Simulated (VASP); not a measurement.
Here is a VASP 6.6.1 calculation.

The input POSCAR:

```
NbP
1.0
   -1.6636818200      1.6636818200      5.7015827992
    1.6636818200     -1.6636818200      5.7015827992
    1.6636818200      1.6636818200     -5.7015827992
Nb P
2 2
Direct
    0.2498808000      0.7498808000      0.5000000000
    0.4998808000      0.4998808000      0.0000000000
    0.8327477700      0.3327477700      0.5000000000
    0.0827477700      0.0827477700      0.0000000000
```

Contents of INCAR.step1:

```
SYSTEM = NbP
PREC = Accurate ; ENCUT = 520
ISMEAR = -1 ; SIGMA = 0.05
LREAL = .False. ; LASPH = .True.
NELM = 80 ; NBANDS = 26
GGA = PE ; ALGO = Normal
EDIFF = 1E-4 ; LWAVE = .True.
LCHARG = .False.
```

Contents of INCAR.step2:

```
SYSTEM = NbP
PREC = Accurate ; ENCUT = 520
EDIFF = 1E-6 ; ISMEAR = -1
SIGMA = 0.05 ; LREAL = .False.
LASPH = .True. ; NELM = 80
ALGO = Normal ; ISIF = 2
LWAVE = .False. ; LCHARG = .False.
METAGGA = R2SCAN ; LMIXTAU = .True.
NBANDS = 26 ; ISTART = 1
```

KPOINTS

```
regular mesh
0
Gamma
  11 11 11
  0 0 0
```

Potentials or basis: VASP PAW PBE potentials, release 64 (Nb_sv, P).

Command:

```sh
$ cat potpaw_PBE.64/Nb_sv/POTCAR potpaw_PBE.64/P/POTCAR > POTCAR
$ cp INCAR.step1 INCAR
$ mpirun -np 1 vasp_std > vasp.out
$ cp INCAR.step2 INCAR
$ mpirun -np 1 vasp_std > vasp.out
```

(1) What does it give for the pressure?

## Answers

(1) 1.9 GPa.

Caveat: the PAW data sets were made with another functional, which shifts forces and pressure a little.
